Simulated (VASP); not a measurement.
# Mg2C (Fm-3m) in VASP: notebook

The runs below take Mg2C through single point, with PBE, PBEsol.

Program: VASP 6.6.1. These are calculated values, not measurements. Logs are shortened: lines on timing, memory, paths and dates and some standing lists are left out, and cuts for length are marked.

## Step 1: The cell of the first run

The structure is cubic, space group Fm-3m (No. 225). Conventional cell: a = 5.422 Å, b = 5.422 Å, c = 5.422 Å, α = 90.00°, β = 90.00°, γ = 90.00°. Within 3.1 Å of C (site symmetry m-3m) lie 8 Mg at 2.35 Å. Mg (site symmetry -43m) has 4 C at 2.35 Å and 6 Mg at 2.71 Å within 3.1 Å.

## Step 2: Single point, PBE

Contents of INCAR:

```
SYSTEM = Mg2C
  PREC = Accurate
  ENCUT = 600
  EDIFF = 1E-6
  ISMEAR = 1
  SIGMA = 0.5
  LREAL = .False.
  LASPH = .True.
  NELM = 120
  ALGO = Normal
  ISIF = 2
  LWAVE = .False.
  LCHARG = .False.
  GGA = PE
  NBANDS = 11
  GGA_COMPAT = .False.
```

Contents of KPOINTS:

```
Automatic mesh
0
Gamma
  6 6 6
  0 0 0
```

Contents of POSCAR:

```
Mg2C
1.0
    0.0000000000      2.7109426181      2.7109426181
    2.7109426181      0.0000000000      2.7109426181
    2.7109426181      2.7109426181      0.0000000000
C Mg
1 2
Direct
    0.0000000000      0.0000000000      0.0000000000
    0.2500000000      0.2500000000      0.2500000000
    0.7500000000      0.7500000000      0.7500000000
```

Potentials or basis: VASP PAW PBE potentials, release 64 (C, Mg).

Launch:

```
cat potpaw_PBE.64/C/POTCAR potpaw_PBE.64/Mg/POTCAR > POTCAR
mpirun -np 1 vasp_std > vasp.out
```

OUTCAR:

```text
SYSTEM = Mg2C
   PREC = Accurate
   ENCUT = 600
   EDIFF = 1E-6
   ISMEAR = 1
   LREAL = .False.
   LASPH = .True.
   NELM = 120
   ISIF = 2
   GGA = PE

 ion  position               nearest neighbor table
   1  0.000  0.000  0.000-   3 2.35   3 2.35   3 2.35   2 2.35   3 2.35   2 2.35   2 2.35   2 2.35

   2  0.250  0.250  0.250-   1 2.35   1 2.35   1 2.35   1 2.35   3 2.71   3 2.71   3 2.71   3 2.71
                             3 2.71   3 2.71
   3  0.750  0.750  0.750-   1 2.35   1 2.35   1 2.35   1 2.35   2 2.71   2 2.71   2 2.71   2 2.71
                             2 2.71   2 2.71

  LATTYP: Found a face centered cubic cell.
 ALAT       =     5.4218852362

  Lattice vectors:

 A1 = (   0.0000000000,   2.7109426181,   2.7109426181)
 A2 = (   2.7109426181,   0.0000000000,   2.7109426181)
 A3 = (   2.7109426181,   2.7109426181,   0.0000000000)

Analysis of symmetry for initial positions (statically):
=====================================================================
 Subroutine PRICEL returns:
 Original cell was already a primitive cell.

 Routine SETGRP: Setting up the symmetry group for a
 face centered cubic supercell.

 Subroutine GETGRP returns: Found 48 space group operations
 (whereof 48 operations were pure point group operations)
 out of a pool of 48 trial point group operations.

The static configuration has the point symmetry O_h .

Analysis of symmetry for dynamics (positions and initial velocities):
=====================================================================
 Subroutine PRICEL returns:
 Original cell was already a primitive cell.

 Routine SETGRP: Setting up the symmetry group for a
 face centered cubic supercell.

 Subroutine GETGRP returns: Found 48 space group operations
 (whereof 48 operations were pure point group operations)
 out of a pool of 48 trial point group operations.

The dynamic configuration has the point symmetry O_h .

 Subroutine INISYM returns: Found 48 space group operations
 (whereof 48 operations are pure point group operations),
 and found     1 'primitive' translations

----------------------------------------------------------------------------------------

                                     Primitive cell

  volume of cell :      39.8466

  direct lattice vectors                    reciprocal lattice vectors
     0.000000000  2.710942618  2.710942618    -0.184437692  0.184437692  0.184437692
     2.710942618  0.000000000  2.710942618     0.184437692 -0.184437692  0.184437692
     2.710942618  2.710942618  0.000000000     0.184437692  0.184437692 -0.184437692

  length of vectors
     3.833851817  3.833851817  3.833851817     0.319455454  0.319455454  0.319455454

  position of ions in fractional coordinates (direct lattice)
     0.000000000  0.000000000  0.000000000
     0.250000000  0.250000000  0.250000000
     0.750000000  0.750000000  0.750000000

  ion indices of the primitive-cell ions
   primitive index   ion index
                 1           1
                 2           2
                 3           3

----------------------------------------------------------------------------------------

 KPOINTS: Automatic mesh

Automatic generation of k-mesh.
 Grid dimensions read from file:
 generate k-points for:    6    6    6

 Generating k-lattice:

  Cartesian coordinates                     Fractional coordinates (reciprocal lattice)
    -0.030739615  0.030739615  0.030739615     0.166666667  0.000000000  0.000000000
     0.030739615 -0.030739615  0.030739615     0.000000000  0.166666667  0.000000000
     0.030739615  0.030739615 -0.030739615     0.000000000  0.000000000  0.166666667

  Length of vectors
     0.053242576  0.053242576  0.053242576

  Shift w.r.t. Gamma in fractional coordinates (k-lattice)
     0.000000000  0.000000000  0.000000000

 Subroutine IBZKPT returns following result:
 ===========================================

 Found     16 irreducible k-points:

 Following reciprocal coordinates:
            Coordinates               Weight
  0.000000  0.000000  0.000000      1.000000
  0.166667  0.000000  0.000000      8.000000
  0.333333  0.000000  0.000000      8.000000
  0.500000  0.000000  0.000000      4.000000
  0.166667  0.166667  0.000000      6.000000
  0.333333  0.166667  0.000000     24.000000
[... 8 lines left out ...]
 -0.333333  0.333333  0.166667     24.000000
 -0.333333  0.500000  0.166667     12.000000
   k-points           NKPTS =     16   k-points in BZ     NKDIM =     16   number of bands    NBANDS=     11
   number of dos      NEDOS =    301   number of ions     NIONS =      3
   total plane-waves  NPLWV =  32768
   dimension x,y,z NGX =    32 NGY =   32 NGZ =   32
   dimension x,y,z NGXF=    64 NGYF=   64 NGZF=   64
   ions per type =               1   2
   NGX,Y,Z   is equivalent  to a cutoff of  13.88, 13.88, 13.88 a.u.
   NGXF,Y,Z  is equivalent  to a cutoff of  27.75, 27.75, 27.75 a.u.
 SYSTEM =  Mg2C
   PREC   = accura    normal or accurate (medium, high low for compatibility)
   ISTART =      0    job   : 0-new  1-cont  2-samecut
   ICHARG =      2    charge: 1-file 2-atom 10-const
   ISPIN  =      1    spin polarized calculation?
   LNONCOLLINEAR =      F non collinear calculations
   LSORBIT =      F    spin-orbit coupling
   LASPH  =      T    aspherical Exc in radial PAW
   ENCUT  =  600.0 eV  44.10 Ry    6.64 a.u.   7.66  7.66  7.66*2*pi/ulx,y,z
   NELM   =    120;   NELMIN=  2; NELMDL= -5     # of ELM steps
   EDIFF  = 0.1E-05   stopping-criterion for ELM
   LREAL  =      F    real-space projection
   EDIFFG = 0.1E-04   stopping-criterion for IOM
   NSW    =      0    number of steps for IOM
   IBRION =     -1    ionic relax: 0-MD 1-quasi-New 2-CG
   NFREE  =      0    steps in history (QN), initial steepest desc. (CG)
   ISIF   =      2    stress and relaxation
   ISYM   =      2    0-nonsym 1-usesym 2-fastsym
   POTIM  = 0.5000    time-step for ionic-motion
   TEBEG  =    0.0;   TEEND  =   0.0 temperature during run
   PSTRESS=    0.0 pullay stress
   NELECT =       8.0000    total number of electrons
   NUPDOWN=      -1.0000    fix difference up-down
   EMIN   =  10.00;   EMAX   =-10.00  energy-range for DOS
   EFERMI =   0.00;   METHOD = LEGACY
   ISMEAR =     1;   SIGMA  =   0.50  broadening in eV -4-tet -1-fermi 0-gaus
   EFERMI_NEDOS =   21; number of points for ismear=-14 and -15
   IALGO  =     38    algorithm
   IMIX   =      4    mixing-type and parameters
     AMIX     =   0.40;   BMIX     =  1.00
     AMIX_MAG =   1.60;   BMIX_MAG =  1.00
  volume/ion in A,a.u.               =      13.28        89.63
  Fermi-wavevector in a.u.,A,eV,Ry     =   0.958608  1.811507 12.502799  0.918930
  Thomas-Fermi vector in A             =   2.087731
   LORBIT       =      0    0 simple, 1 ext, 2 COOP (PROOUT), +10 PAW based schemes
   GGA     = PE    functional components
   LHFCALC =     F    Hartree Fock is set to
   AEXX    =    0.0000 exact exchange contribution
   IVDW    =     0    specifies the selected vdW correction
   LEPSILON=     F    determine dielectric tensor
   LRPA    =     F    only Hartree local field effects (RPA)
 non-spin polarized calculation
 Methfessel and Paxton  Order N= 1 SIGMA  =   0.50
  energy-cutoff  :      600.00
  volume of cell :       39.85
 maximum number of plane-waves:      1363
 NGX is ok and might be reduce to    32
   NGX = 15   NGY = 15   NGZ = 15

 number of electron       8.0000000 magnetization

 Free energy of the ion-electron system (eV)
  ---------------------------------------------------
  ext. energy  EPLUGINS =         0.00000000
  ---------------------------------------------------
  free energy    TOTEN  =       -11.46679740 eV

  energy without entropy =      -11.48720278  energy(sigma->0) =      -11.47359919

 E-fermi :   3.9562     XC(G=0):  -9.9396

 val. band max:        3.7619473078   @ k =   0.0000   0.0000   0.0000
 cond. band min:       4.4937999160   @ k =   0.5000   0.5000   0.0000
 fundamental gap:      0.7318526082
 Fermi energy:         3.9562260899

 k-point     1 :       0.0000    0.0000    0.0000
  band No.  band energies     occupation
      1      -6.9377      2.00000
      2       3.7619      1.60584
      3       3.7619      1.60584
      4       3.7619      1.60584
      5       5.2553     -0.00148
      6      10.3723     -0.00000
      7      10.3723     -0.00000
      8      10.3723     -0.00000
      9      13.4316     -0.00000
     10      13.4316     -0.00000
     11      14.4244      0.00000

 k-point     2 :       0.1667    0.0000    0.0000
  band No.  band energies     occupation
      1      -6.6490      2.00000
      2       2.0596      2.00000
      3       3.6402      1.86773
      4       3.6402      1.86773
      5       6.4905     -0.00000
      6      10.1620     -0.00000
      7      10.5500     -0.00000
      8      10.5500     -0.00000
      9      12.2262     -0.00000
     10      12.2262     -0.00000
     11      13.9196     -0.00000

 k-point     3 :       0.3333    0.0000    0.0000
  band No.  band energies     occupation
      1      -5.9174      2.00000
      2       0.0026      2.00000
      3       3.4313      2.05910
      4       3.4313      2.05910
      5       7.1471     -0.00000
      6       9.7901     -0.00000
      7       9.7901     -0.00000
      8       9.8776     -0.00000
      9      13.4951     -0.00000
     10      13.4951     -0.00000
     11      14.1808      0.00000
[... 155 lines left out ...]
 k-point    15 :      -0.3333    0.3333    0.1667
  band No.  band energies     occupation
      1      -5.0230      2.00000
      2      -0.0829      2.00000
      3       1.2216      2.00000
      4       2.2382      2.00001
      5       7.1198     -0.00000
      6       9.1124     -0.00000
      7      10.9452     -0.00000
      8      11.3430     -0.00000
      9      13.1799     -0.00000
     10      14.1526      0.00000
     11      18.4626      0.00000

 k-point    16 :      -0.3333    0.5000    0.1667
  band No.  band energies     occupation
      1      -4.8830      2.00000
      2       0.1722      2.00000
      3       1.3507      2.00000
      4       1.4908      2.00000
      5       6.2153     -0.00000
      6       9.4104     -0.00000
      7      10.8674     -0.00000
      8      11.8710     -0.00000
      9      13.5317     -0.00000
     10      15.0180      0.00000
     11      18.6084      0.00000

------------------------ aborting loop because EDIFF is reached ----------------------------------------

  FORCE on cell =-STRESS in cart. coord.  units (eV):
  Direction    XX          YY          ZZ          XY          YZ          ZX
  --------------------------------------------------------------------------------------
  -------------------------------------------------------------------------------------
  Total        0.4252051      0.4252051      0.4252051      0.0000000     -0.0000000     -0.0000000
  in kB       17.0969291     17.0969291     17.0969291      0.0000000     -0.0000000     -0.0000000
  external PRESSURE =      17.0969291 kB  Pullay stress =       0.0000000 kB

 VOLUME and BASIS-vectors are now :
 -----------------------------------------------------------------------------
  energy-cutoff  :      600.00
  volume of cell :       39.85
      direct lattice vectors                 reciprocal lattice vectors
     0.000000000  2.710942618  2.710942618    -0.184437692  0.184437692  0.184437692
     2.710942618  0.000000000  2.710942618     0.184437692 -0.184437692  0.184437692
     2.710942618  2.710942618  0.000000000     0.184437692  0.184437692 -0.184437692

 POSITION                                       TOTAL-FORCE (eV/Angst)
 -----------------------------------------------------------------------------------
      0.00000      0.00000      0.00000        -0.000000     -0.000000      0.000000
      1.35547      1.35547      1.35547         0.000000     -0.000000      0.000000
      4.06641      4.06641      4.06641        -0.000000      0.000000     -0.000000
 -----------------------------------------------------------------------------------
    total drift:                                0.000000     -0.000000      0.000000

  FREE ENERGIE OF THE ION-ELECTRON SYSTEM (eV)
  ---------------------------------------------------
  free  energy   TOTEN  =       -11.4667973999 eV

  energy  without entropy=      -11.4872027806  energy(sigma->0) =      -11.47359919
```

Run time: 4.7 s. Hardware: 1 thread of Intel Xeon 6975P-C (Granite Rapids), shared host; peak memory 0.17 GiB.

Results:

* Free energy: -11.4668 eV
* Pressure: 1.7 GPa
* Band gap on the k mesh: 0.73 eV, indirect (least direct gap 1.49 eV)

## Step 3: Single point, PBEsol

Contents of INCAR:

```
PREC = Accurate
ENCUT = 600
EDIFF = 1E-6
ISMEAR = 0
SIGMA = 0.01
LREAL = False
LASPH = True
NELM = 120
ALGO = Normal
ISIF = 2
LWAVE = False
LCHARG = True
GGA = PS
LELF = True
LVHAR = True
NBANDS = 11
GGA_COMPAT = False
```

Contents of KPOINTS:

```
Automatic mesh
0
Gamma
  6 6 6
```

POSCAR is that of step 2.

Potentials or basis: VASP PAW PBE potentials, release 64 (C, Mg).

Launch:

```
cat potpaw_PBE.64/C/POTCAR potpaw_PBE.64/Mg/POTCAR > POTCAR
mpirun -np 1 vasp_std > vasp.out
```

OUTCAR:

```text
PREC = Accurate
   ENCUT = 600
   EDIFF = 1E-6
   ISMEAR = 0
   LREAL = False
   LASPH = True
   NELM = 120
   ISIF = 2
   GGA = PS

 ion  position               nearest neighbor table
   1  0.000  0.000  0.000-   3 2.35   3 2.35   3 2.35   2 2.35   3 2.35   2 2.35   2 2.35   2 2.35

   2  0.250  0.250  0.250-   1 2.35   1 2.35   1 2.35   1 2.35   3 2.71   3 2.71   3 2.71   3 2.71
                             3 2.71   3 2.71
   3  0.750  0.750  0.750-   1 2.35   1 2.35   1 2.35   1 2.35   2 2.71   2 2.71   2 2.71   2 2.71
                             2 2.71   2 2.71

  LATTYP: Found a face centered cubic cell.
 ALAT       =     5.4218852362

  Lattice vectors:

 A1 = (   0.0000000000,   2.7109426181,   2.7109426181)
 A2 = (   2.7109426181,   0.0000000000,   2.7109426181)
 A3 = (   2.7109426181,   2.7109426181,   0.0000000000)

Analysis of symmetry for initial positions (statically):
=====================================================================
 Subroutine PRICEL returns:
 Original cell was already a primitive cell.

 Routine SETGRP: Setting up the symmetry group for a
 face centered cubic supercell.

 Subroutine GETGRP returns: Found 48 space group operations
 (whereof 48 operations were pure point group operations)
 out of a pool of 48 trial point group operations.

The static configuration has the point symmetry O_h .

Analysis of symmetry for dynamics (positions and initial velocities):
=====================================================================
 Subroutine PRICEL returns:
 Original cell was already a primitive cell.

 Routine SETGRP: Setting up the symmetry group for a
 face centered cubic supercell.

 Subroutine GETGRP returns: Found 48 space group operations
 (whereof 48 operations were pure point group operations)
 out of a pool of 48 trial point group operations.

The dynamic configuration has the point symmetry O_h .

 Subroutine INISYM returns: Found 48 space group operations
 (whereof 48 operations are pure point group operations),
 and found     1 'primitive' translations

[... 119 lines left out ...]
 Gauss-broadening in eV      SIGMA  =   0.01
  energy-cutoff  :      600.00
  volume of cell :       39.85
 maximum number of plane-waves:      1363
 NGX is ok and might be reduce to    32
   NGX = 15   NGY = 15   NGZ = 15

 number of electron       8.0000000 magnetization

 Free energy of the ion-electron system (eV)
  ---------------------------------------------------
  ext. energy  EPLUGINS =         0.00000000
  ---------------------------------------------------
  free energy    TOTEN  =       -12.36545705 eV

  energy without entropy =      -12.36545705  energy(sigma->0) =      -12.36545705

 E-fermi :   3.7963     XC(G=0): -10.0501

 val. band max:        3.6853208970   @ k =   0.0000   0.0000   0.0000
 cond. band min:       4.3623078117   @ k =   0.5000   0.5000   0.0000
 fundamental gap:      0.6769869147
 Fermi energy:         3.7963152775

 k-point     1 :       0.0000    0.0000    0.0000
  band No.  band energies     occupation
      1      -6.9967      2.00000
      2       3.6853      2.00000
      3       3.6853      2.00000
      4       3.6853      2.00000
      5       5.1813      0.00000
      6      10.2472      0.00000
      7      10.2472      0.00000
      8      10.2472      0.00000
      9      13.3016      0.00000
     10      13.3016      0.00000
     11      14.2909      0.00000
[... 197 lines left out ...]
 k-point    16 :      -0.3333    0.5000    0.1667
  band No.  band energies     occupation
      1      -4.9123      2.00000
      2       0.0757      2.00000
      3       1.2581      2.00000
      4       1.3889      2.00000
      5       6.0988      0.00000
      6       9.3042      0.00000
      7      10.7543      0.00000
      8      11.7811      0.00000
      9      13.4152      0.00000
     10      14.8866      0.00000
     11      18.5053      0.00000

------------------------ aborting loop because EDIFF is reached ----------------------------------------

  FORCE on cell =-STRESS in cart. coord.  units (eV):
  Direction    XX          YY          ZZ          XY          YZ          ZX
  --------------------------------------------------------------------------------------
  -------------------------------------------------------------------------------------
  Total        0.0032945      0.0032945      0.0032945      0.0000000     -0.0000000     -0.0000000
  in kB        0.1324676      0.1324676      0.1324676      0.0000000     -0.0000000     -0.0000000
  external PRESSURE =       0.1324676 kB  Pullay stress =       0.0000000 kB

 VOLUME and BASIS-vectors are now :
 -----------------------------------------------------------------------------
  energy-cutoff  :      600.00
  volume of cell :       39.85
      direct lattice vectors                 reciprocal lattice vectors
     0.000000000  2.710942618  2.710942618    -0.184437692  0.184437692  0.184437692
     2.710942618  0.000000000  2.710942618     0.184437692 -0.184437692  0.184437692
     2.710942618  2.710942618  0.000000000     0.184437692  0.184437692 -0.184437692

 POSITION                                       TOTAL-FORCE (eV/Angst)
 -----------------------------------------------------------------------------------
      0.00000      0.00000      0.00000        -0.000000     -0.000000     -0.000000
      1.35547      1.35547      1.35547        -0.000000     -0.000000      0.000000
      4.06641      4.06641      4.06641         0.000000      0.000000     -0.000000
 -----------------------------------------------------------------------------------
    total drift:                                0.000000     -0.000000      0.000000

  FREE ENERGIE OF THE ION-ELECTRON SYSTEM (eV)
  ---------------------------------------------------
  free  energy   TOTEN  =       -12.3654570481 eV

  energy  without entropy=      -12.3654570481  energy(sigma->0) =      -12.36545705
```

stdout:

```text
POSCAR found type information on POSCAR C Mg
 POSCAR found :  2 types and       3 ions
 scaLAPACK will be used
 -----------------------------------------------------------------------------
|                                                                             |
|                                                                             |
|     You enforced a specific xc type in the INCAR file but a different       |
|     I HOPE YOU KNOW WHAT YOU ARE DOING!                                     |
|                                                                             |
 -----------------------------------------------------------------------------

 LDA part: xc-table for (Slater+PW92), standard interpolation
 POSCAR, INCAR and KPOINTS ok, starting setup
 FFT: planning ... GRIDC
 FFT: planning ... GRID_SOFT
 FFT: planning ... GRID
 WAVECAR not read
 entering main loop
```

Wall time 5.1 s (1 thread of Intel Xeon 6975P-C (Granite Rapids), shared host); peak memory 0.17 GiB.

What came out:

* Free energy: -12.3655 eV
* Pressure: 0.0 GPa
* Band gap on the k mesh: 0.68 eV, indirect (least direct gap 1.50 eV)

Levels at points of the mesh, in eV from the valence-band top:
| k point | band 1 | band 2 | band 3 | band 4 | band 5 | band 6 | band 7 | band 8 |
| --- | --- | --- | --- | --- | --- | --- | --- | --- |
| (0.00, 0.00, 0.00) | -10.68 | 0.00 | 0.00 | 0.00 | 1.50 | 6.56 | 6.56 | 6.56 |
| (0.50, 0.00, 0.00) | -9.12 | -4.78 | -0.42 | -0.42 | 3.44 | 5.57 | 5.57 | 5.86 |
| (0.50, 0.50, 0.00) | -8.63 | -4.06 | -1.54 | -1.54 | 0.68 | 4.09 | 9.00 | 9.33 |

Caveat: the PAW data sets were made with another functional, which shifts forces and pressure a little. A k mesh can miss the band edges.

(Part 1 of 2 ends here.)
